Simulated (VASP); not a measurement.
Here is a VASP 6.6.1 calculation.

File INCAR:

```
PREC = Accurate ; ENCUT = 520
EDIFF = 1E-6 ; ISMEAR = 0
SIGMA = 0.1 ; LREAL = False
LASPH = True ; NELM = 80
ALGO = Normal ; ISIF = 2
LWAVE = False ; LCHARG = False
GGA = PS ; NBANDS = 21
```

KPOINTS

```
Automatic mesh
0
Gamma
  16 16 12
```

The input POSCAR:

```
HfB
1.0
    2.4298569207      2.4298569207      0.0000000000
   -2.4298569207      2.4298569207      0.0000000000
    0.0000000000      0.0000000000      4.7448043516
Hf B
2 2
Direct
    0.5000000000      0.5000000000      0.0000000000
    0.0000000000      0.0000000000      0.5000000000
    0.0000000000      0.0000000000      0.0000000000
    0.5000000000      0.5000000000      0.5000000000
```

Potentials or basis: VASP PAW PBE potentials, release 64 (Hf_pv, B).

Command:

```bash
$ cat potpaw_PBE.64/Hf_pv/POTCAR potpaw_PBE.64/B/POTCAR > POTCAR
$ mpirun -np 1 vasp_std > vasp.out
```

(1) Estimate the band gap on the k mesh.

(2) Predict the pressure.

Answers

(1) zero (bands 13 and 14 overlap by 3.37 eV).

(2) -3.2 GPa.

Caveat: the cell differs from its parent crystal (biaxial strain in the a-b plane: +1.5 %); the cell stands under tension; the PAW data sets were made with another functional, which shifts forces and pressure a little; spin-orbit coupling is left out, which moves the levels of the heavy elements.
